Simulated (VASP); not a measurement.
Here is a VASP 6.6.1 calculation.

INCAR

```
ALGO = Normal
EDIFF = 1E-6
EDIFFG = -0.01
ENCUT = 600
GGA = PE
IBRION = 2
ISIF = 3
ISMEAR = 0
LASPH = True
LCHARG = False
LREAL = False
LWAVE = False
NELM = 80
NSW = 100
PREC = Accurate
SIGMA = 0.02
```

KPOINTS

```
k-points
0
Gamma
  10 10 6
```

File POSCAR:

```
MgO
1.0
    2.8286270691      0.0000000000      0.0000000000
    0.0000000000      2.8286270691      0.0000000000
    0.0000000000      0.0000000000      4.5370635609
Mg O
1 1
Direct
    0.0000000000      0.0000000000      0.0000000000
    0.5000000000      0.5000000000      0.0000000000
```

Potentials or basis: VASP PAW PBE potentials, release 64 (Mg, O).

The run is started by

```sh
$ cat potpaw_PBE.64/Mg/POTCAR potpaw_PBE.64/O/POTCAR > POTCAR
$ mpirun -np 1 vasp_std > vasp.out
```

Q: Estimate the relaxed volume.

A: 18.10 Å³/atom.

Q: What does it give for the band gap on the k mesh?

A: 2.12 eV, indirect (least direct gap 2.40 eV).

Q: Estimate the relaxed cell.

A: a = 2.825 Å, b = 2.825 Å, c = 4.538 Å, α = 90.00°, β = 90.00°, γ = 90.00°.

Q: Estimate the space group after relaxing (to 0.05 Å).

A: P4/mmm (No. 123).

The path:
```csv
step,energy change (eV),largest force (eV/Å),pressure (GPa),volume (Å³)
1,0.0000,0.0000,-0.30,36.30
2,0.0000,0.0000,0.33,36.12
3,-0.0001,0.0000,0.03,36.21
```

A k mesh can miss the band edges. PBE gaps usually lie below the measured ones, often by a third to a half.
